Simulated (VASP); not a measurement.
# Au (I4/mmm) in VASP: notebook, part 2 of 2

VASP 6.6.1.

### Step 3. Single point, PBEsol (strain +0.080 along x and y, -0.080 along z)

INCAR

```
SYSTEM = Au
PREC = Accurate
ENCUT = 520
EDIFF = 1E-6
ISMEAR = 0
SIGMA = 0.15
LREAL = .FALSE.
LASPH = .TRUE.
NELM = 80
ALGO = Fast
ISIF = 2
LWAVE = .FALSE.
LCHARG = .FALSE.
GGA = PS
NBANDS = 12
```

KPOINTS

```
Automatic mesh
0
G
  20 20 20
  0 0 0
```

POSCAR

```
Au
1.0
   -1.7898505200      1.7898505200      1.5246874800
    1.7898505200     -1.7898505200      1.5246874800
    1.7898505200      1.7898505200     -1.5246874800
Au
1
Direct
    0.0000000000      0.0000000000      0.0000000000
```

Potentials or basis: VASP PAW PBE potentials, release 64 (Au).

Started as:

```
> cat potpaw_PBE.64/Au/POTCAR > POTCAR
> mpirun -np 1 vasp_std > vasp.out
```

OUTCAR:

```text
SYSTEM = Au
   PREC = Accurate
   ENCUT = 520
   EDIFF = 1E-6
   ISMEAR = 0
   LREAL = .FALSE.
   LASPH = .TRUE.
   NELM = 80
   ISIF = 2
   GGA = PS

 ion  position               nearest neighbor table
   1  0.000  0.000  0.000-

  LATTYP: Found a body centered tetragonal cell.
 ALAT       =     3.5797010400
 C/A-ratio  =     0.8518518519

  Lattice vectors:

 A1 = (  -1.7898505200,   1.7898505200,   1.5246874800)
 A2 = (   1.7898505200,  -1.7898505200,   1.5246874800)
 A3 = (   1.7898505200,   1.7898505200,  -1.5246874800)

Analysis of symmetry for initial positions (statically):
=====================================================================
 Subroutine PRICEL returns:
 Original cell was already a primitive cell.

 Routine SETGRP: Setting up the symmetry group for a
 body centered tetragonal supercell.

 Subroutine GETGRP returns: Found 16 space group operations
 (whereof 16 operations were pure point group operations)
 out of a pool of 16 trial point group operations.

The static configuration has the point symmetry D_4h.

Analysis of symmetry for dynamics (positions and initial velocities):
=====================================================================
 Subroutine PRICEL returns:
 Original cell was already a primitive cell.

 Routine SETGRP: Setting up the symmetry group for a
 body centered tetragonal supercell.

 Subroutine GETGRP returns: Found 16 space group operations
 (whereof 16 operations were pure point group operations)
 out of a pool of 16 trial point group operations.

The dynamic configuration has the point symmetry D_4h.

 Subroutine INISYM returns: Found 16 space group operations
 (whereof 16 operations are pure point group operations),
 and found     1 'primitive' translations

----------------------------------------------------------------------------------------

                                     Primitive cell

  volume of cell :      19.5377

  direct lattice vectors                    reciprocal lattice vectors
    -1.789850520  1.789850520  1.524687480     0.000000000  0.279352937  0.327936057
[... 115 lines left out ...]
 non-spin polarized calculation
 RMM-DIIS sequential band-by-band and
 Gauss-broadening in eV      SIGMA  =   0.15
  energy-cutoff  :      520.00
  volume of cell :       19.54
 maximum number of plane-waves:       541
 NGX is ok and might be reduce to    24
   NGX = 11   NGY = 11   NGZ = 11

 number of electron      11.0000000 magnetization

 Free energy of the ion-electron system (eV)
  ---------------------------------------------------
  ext. energy  EPLUGINS =         0.00000000
  ---------------------------------------------------
  free energy    TOTEN  =        -3.77228779 eV

  energy without entropy =       -3.76759587  energy(sigma->0) =       -3.76994183

 E-fermi :   7.1940     XC(G=0): -12.0836

 val. band max:        7.1929267741   @ k =   0.5000   0.3500   0.0000
 cond. band min:       7.2023500776   @ k =  -0.1000   0.4500   0.1000
 fundamental gap:      0.0094233035
 Fermi energy:         7.1940446912

 k-point     1 :       0.0000    0.0000    0.0000
  band No.  band energies     occupation
      1      -1.3959      2.00000
      2       2.4999      2.00000
      3       3.4286      2.00000
      4       3.4286      2.00000
      5       3.8125      2.00000
      6       4.9354      2.00000
      7      22.4305      0.00000
      8      22.4305      0.00000
      9      25.7407      0.00000
     10      28.2895      0.00000
     11      28.2895      0.00000
     12      29.6911      0.00000
[... 331 lines left out ...]
 k-point    24 :      -0.3500    0.0500    0.0000
  band No.  band energies     occupation
      1       1.0812      2.00000
      2       2.1869      2.00000
      3       3.7283      2.00000
      4       4.5010      2.00000
      5       4.6484      2.00000
      6       5.0222      2.00000
      7      16.2248      0.00000
      8      19.7792      0.00000
      9      20.9306      0.00000
     10      25.5298      0.00000
     11      26.4283      0.00000
     12      30.2093      0.00000

 [... further k-points ...]

------------------------ aborting loop because EDIFF is reached ----------------------------------------

  FORCE on cell =-STRESS in cart. coord.  units (eV):
  Direction    XX          YY          ZZ          XY          YZ          ZX
  --------------------------------------------------------------------------------------
  -------------------------------------------------------------------------------------
  Total       -1.7995424     -1.7995424     -2.0423181      0.0000000      0.0000000      0.0000000
  in kB     -147.5700843   -147.5700843   -167.4787148      0.0000000      0.0000000      0.0000000
  external PRESSURE =    -154.2062945 kB  Pullay stress =       0.0000000 kB

 VOLUME and BASIS-vectors are now :
 -----------------------------------------------------------------------------
  energy-cutoff  :      520.00
  volume of cell :       19.54
      direct lattice vectors                 reciprocal lattice vectors
    -1.789850520  1.789850520  1.524687480     0.000000000  0.279352937  0.327936057
     1.789850520 -1.789850520  1.524687480     0.279352937  0.000000000  0.327936057
     1.789850520  1.789850520 -1.524687480     0.279352937  0.279352937  0.000000000

 POSITION                                       TOTAL-FORCE (eV/Angst)
 -----------------------------------------------------------------------------------
      0.00000      0.00000      0.00000         0.000000     -0.000000      0.000000
 -----------------------------------------------------------------------------------
    total drift:                                0.000000     -0.000000     -0.000000

  FREE ENERGIE OF THE ION-ELECTRON SYSTEM (eV)
  ---------------------------------------------------
  free  energy   TOTEN  =        -3.7722877940 eV

  energy  without entropy=       -3.7675958740  energy(sigma->0) =       -3.76994183
```

OSZICAR:

```text
N       E                     dE             d eps       ncg     rms          rms(c)
DAV:   1     0.478573208411E+02    0.47857E+02   -0.54968E+03 16056   0.803E+02
DAV:   2    -0.343494002905E+01   -0.51292E+02   -0.48250E+02 18048   0.180E+02
DAV:   3    -0.410723550591E+01   -0.67230E+00   -0.67166E+00 18356   0.201E+01
DAV:   4    -0.410959313406E+01   -0.23576E-02   -0.23575E-02 17508   0.138E+00
DAV:   5    -0.410961240908E+01   -0.19275E-04   -0.19274E-04 18404   0.121E-01    0.633E+00
RMM:   6    -0.378646896001E+01    0.32314E+00   -0.44494E-01 15401   0.540E+00    0.421E+00
RMM:   7    -0.377452826105E+01    0.11941E-01   -0.26259E-02 16285   0.152E+00    0.248E+00
RMM:   8    -0.377237592082E+01    0.21523E-02   -0.23845E-03 16969   0.419E-01    0.390E-01
RMM:   9    -0.377228487845E+01    0.91042E-04   -0.46232E-04 17707   0.177E-01    0.861E-02
RMM:  10    -0.377228857471E+01   -0.36963E-05   -0.60302E-05 17664   0.582E-02    0.485E-02
RMM:  11    -0.377228779403E+01    0.78068E-06   -0.93869E-06 17133   0.224E-02
   1 F= -.37722878E+01 E0= -.37699418E+01  d E =-.469192E-02
```

Wall time 59 s (1 thread of Intel Xeon Platinum 8488C (Sapphire Rapids), shared host); peak memory 0.26 GiB.

What came out:

```
Free energy : -3.7723 eV
Pressure    : -15.4 GPa
```

Levels at points of the mesh, in eV from the Fermi level:
| k point | band 2 | band 3 | band 4 | band 5 | band 6 | band 7 | band 8 | band 9 | band 10 | band 11 |
| --- | --- | --- | --- | --- | --- | --- | --- | --- | --- | --- |
| (0.00, 0.00, 0.00) | -4.69 | -3.77 | -3.77 | -3.38 | -2.26 | 15.24 | 15.24 | 18.55 | 21.10 | 21.10 |
| (0.50, 0.00, 0.00) | -5.30 | -2.82 | -1.90 | -1.51 | 0.20 | 3.33 | 11.50 | 11.93 | 18.54 | 19.86 |
| (0.50, 0.50, 0.00) | -4.32 | -3.54 | -2.76 | -1.56 | -0.66 | 2.04 | 13.92 | 15.46 | 19.81 | 22.12 |
| (0.50, 0.50, 0.50) | -5.72 | -1.80 | -1.80 | -1.55 | 4.73 | 4.73 | 7.39 | 9.26 | 13.13 | 16.91 |

Caveat: the cell differs from its parent crystal (strain +0.080 along x and y, -0.080 along z); the PAW data sets were made with another functional, which shifts forces and pressure a little; spin-orbit coupling is left out, which moves the levels of the heavy elements.

### Step 4. Single point, PBEsol (strain +0.000 along x and y, +0.080 along z)

INCAR

```
PREC     = Accurate       # precision mode
ENCUT    = 520            # plane-wave cutoff, eV
EDIFF    = 1E-7           # SCF threshold, eV
ISMEAR   = 0              # smearing method
SIGMA    = 0.15           # smearing width, eV
LREAL    = False          # projectors in reciprocal space
LASPH    = True           # aspherical terms in the spheres
NELM     = 100            # most SCF steps
ALGO     = Fast           # electronic algorithm
ISIF     = 2              # what is computed and relaxed
LWAVE    = False          # write WAVECAR
LCHARG   = False          # write CHGCAR
GGA      = PS             # functional
NBANDS   = 12             # bands
```

KPOINTS

```
Automatic mesh
0
Gamma
  20 20 20
```

POSCAR

```
Au
1.0
   -1.6572690000      1.6572690000      1.7898505200
    1.6572690000     -1.6572690000      1.7898505200
    1.6572690000      1.6572690000     -1.7898505200
Au
1
Direct
    0.0000000000      0.0000000000      0.0000000000
```

Started as:

```
> cat potpaw_PBE.64/Au/POTCAR > POTCAR
> mpirun -np 1 vasp_std > vasp.out
```

Run time: 72 s. Hardware: 1 thread of Intel Xeon Platinum 8488C (Sapphire Rapids), shared host; peak memory 0.26 GiB.

The run converged. Its results:

```
Free energy : -3.7487 eV
Pressure    : -16.3 GPa
```

Stress tensor (GPa, compression positive):
```
-16.43   0.00   0.00
  0.00 -16.43   0.00
  0.00   0.00 -15.96
```

Levels at points of the mesh, in eV from the Fermi level:
| k point | band 2 | band 3 | band 4 | band 5 | band 6 | band 7 | band 8 | band 9 | band 10 | band 11 |
| --- | --- | --- | --- | --- | --- | --- | --- | --- | --- | --- |
| (0.00, 0.00, 0.00) | -4.26 | -4.26 | -3.89 | -2.87 | -2.45 | 15.63 | 16.73 | 16.73 | 20.53 | 22.55 |
| (0.50, 0.00, 0.00) | -4.86 | -3.02 | -2.42 | -1.49 | -0.25 | 2.59 | 12.56 | 13.42 | 20.49 | 20.71 |
| (0.50, 0.50, 0.00) | -5.29 | -2.44 | -2.33 | -1.39 | 0.14 | 3.13 | 11.43 | 11.85 | 18.41 | 19.63 |
| (0.50, 0.50, 0.50) | -5.66 | -1.81 | -1.69 | -1.69 | 4.78 | 6.77 | 6.77 | 7.80 | 14.05 | 15.21 |

Caveat: the cell differs from its parent crystal (strain +0.000 along x and y, +0.080 along z); the PAW data sets were made with another functional, which shifts forces and pressure a little; spin-orbit coupling is left out, which moves the levels of the heavy elements.

### Step 5. Summary

```tsv
cell	gap on the mesh (eV)	pressure (GPa)
a = 2.911 Å, angles 107.4, 107.4, 113.7°, 1 atom	none	-13.3
a = 2.955 Å, angles 105.4, 105.4, 117.9°, 1 atom	none	-15.4
a = 2.949 Å, angles 111.6, 111.6, 105.3°, 1 atom	none	-16.3
```

Alike in all rows: task single point; level PBEsol; potentials or basis VASP PAW PBE potentials, release 64 (Au); no spin polarisation; k mesh 20 × 20 × 20; cutoff (eV) 520; smearing gaussian 0.15 eV.

Caveats: the PAW data sets were made with another functional, which shifts forces and pressure a little; spin-orbit coupling is left out, which moves the levels of the heavy elements.

Absolute energies hang on the potentials; compare differences alone.
